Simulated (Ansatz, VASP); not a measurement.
**GaN: VASP beside Ansatz**

The input INCAR:

```
SYSTEM = GaN
PREC = Accurate
ENCUT = 520
EDIFF = 1E-6
ISMEAR = -1
SIGMA = 0.02
LREAL = .False.
LASPH = .True.
NELM = 80
ALGO = Normal
ISIF = 2
LWAVE = .False.
LCHARG = .False.
GGA = PE
NBANDS = 16
```

File KPOINTS:

```
Automatic mesh
0
Gamma
  10 10 10
  0 0 0
```

POSCAR

```
GaN
1.0
    0.0000000000      2.2714420703      2.2714420703
    2.2714420703      0.0000000000      2.2714420703
    2.2714420703      2.2714420703      0.0000000000
Ga N
1 1
Direct
    0.0000000000      0.0000000000      0.0000000000
    0.2500000000      0.2500000000      0.2500000000
```

Input for Ansatz:

```yaml
crystal:
  lattice:
    - [0.0, 2.2714420703, 2.2714420703]
    - [2.2714420703, 0.0, 2.2714420703]
    - [2.2714420703, 2.2714420703, 0.0]
  atoms:
    - { symbol: Ga, position: [0.0, 0.0, 0.0] }
    - { symbol: "N", position: [0.25, 0.25, 0.25] }
kpoints:
  mp_grid: { grid: [10, 10, 10] }
  band_path:
    path:
      - [0.0, 0.0, 0.0]
      - [-0.5, -0.5, 0.0]
      - [-0.375, -0.375, 0.25]
      - [-0.375, 0.0, 0.375]
      - [0.0, 0.0, 0.5]
      - [-0.5, -0.25, 0.25]
    npoints: 1
hamiltonian:
  xc: pbe
scf:
  occupations: { method: fermi_dirac, width: 0.02 }
  n_extra_bands: 4
output:
  forces: true
  stress: true
  eigenvalues: true
  write_density: true
  write_potential: true
  elf: true
  volumetric_format: npy
```

Change from the starting cell: hydrostatic strain +1.0%.

Alike in both runs: task single point; functional PBE; k mesh 10 × 10 × 10; occupations fermi-dirac, width 0.02 eV; no spin polarisation.

|  | VASP | Ansatz |
| --- | --- | --- |
| version | VASP 6.6.1 | Ansatz 0.2.0 |
| potentials or method | VASP PAW PBE potentials, release 64 (Ga_d, N) | plane waves, PAW |
| plane-wave cutoff (eV) | 520 | 420 |
| valence electrons in the cell | 18 | 18 |

|  | VASP | Ansatz | Ansatz less VASP |
| --- | --- | --- | --- |
| gap on the k mesh at the Fermi level (eV) | 1.57 | 1.56 | -0.006 |
| pressure (GPa) | 0.7 | 0.6 | -0.10 |
